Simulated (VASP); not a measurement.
Write the native input for VASP 6.6.1 that does the following.

```yaml
Task: single point
Functional: PBE
Potentials_or_basis: VASP PAW PBE potentials, release 64 (Nb_sv)
Cutoff: 520 eV
k_mesh: 16 × 16 × 16
Occupations: fermi-dirac, width 0.05 eV
Spin: collinear spin, ferromagnetic start
Starting_moments: "[0.6] μB"
Fixed_moment: 0.6 μB
Dipole_correction: no
Further_INCAR_settings: ALGO = Normal; EDIFF = 1e-06; NBANDS = 16
```

The structure of Nb lies in POSCAR:

```
Nb
1.0
   -1.6639500000      1.6639500000      1.6639500000
    1.6639500000     -1.6639500000      1.6639500000
    1.6639500000      1.6639500000     -1.6639500000
Nb
1
Direct
    0.0000000000      0.0000000000      0.0000000000
```

These files were run (other wordings do the same):

INCAR

```
SYSTEM = Nb
ALGO     = Normal         ! electronic algorithm
EDIFF    = 1E-6           ! SCF threshold, eV
ENCUT    = 520            ! plane-wave cutoff, eV
GGA      = PE             ! functional
ISIF     = 2              ! what is computed and relaxed
ISMEAR   = -1             ! smearing method
ISPIN    = 2              ! spin polarisation
LASPH    = .TRUE.         ! aspherical terms in the spheres
LCHARG   = .FALSE.        ! write CHGCAR
LMAXMIX  = 4              ! l up to which the mixer works
LORBIT   = 11             ! projections on sites
LREAL    = .FALSE.        ! projectors in reciprocal space
LWAVE    = .FALSE.        ! write WAVECAR
MAGMOM   = 0.6            ! initial moments
NBANDS   = 16             ! bands
NELM     = 150            ! most SCF steps
NUPDOWN  = 0.6            ! fixed moment
PREC     = Accurate       ! precision mode
SIGMA    = 0.05           ! smearing width, eV
```

KPOINTS

```
k-points
0
G
  16 16 16
  0 0 0
```

Potentials or basis: VASP PAW PBE potentials, release 64 (Nb_sv).

Launch:

```console
$ cat potpaw_PBE.64/Nb_sv/POTCAR > POTCAR
$ mpirun -np 1 vasp_std > vasp.out
```

Results of the run:

| Property | Result |
| --- | --- |
| Pressure | -1.3 GPa |
| Net moment | 0.60 μB per cell |
| Site moments | Nb +0.37 μB |
| Valence electrons inside the program's atomic spheres | Nb 10.69 |

Caveat: the total moment is fixed, so each spin has its own Fermi level.

Wall time 77 s on 1 thread of Intel(R) Xeon(R) Platinum 8259CL CPU @ 2.50GHz (Skylake/Cascade Lake), on a shared host, peak memory 0.19 GiB.
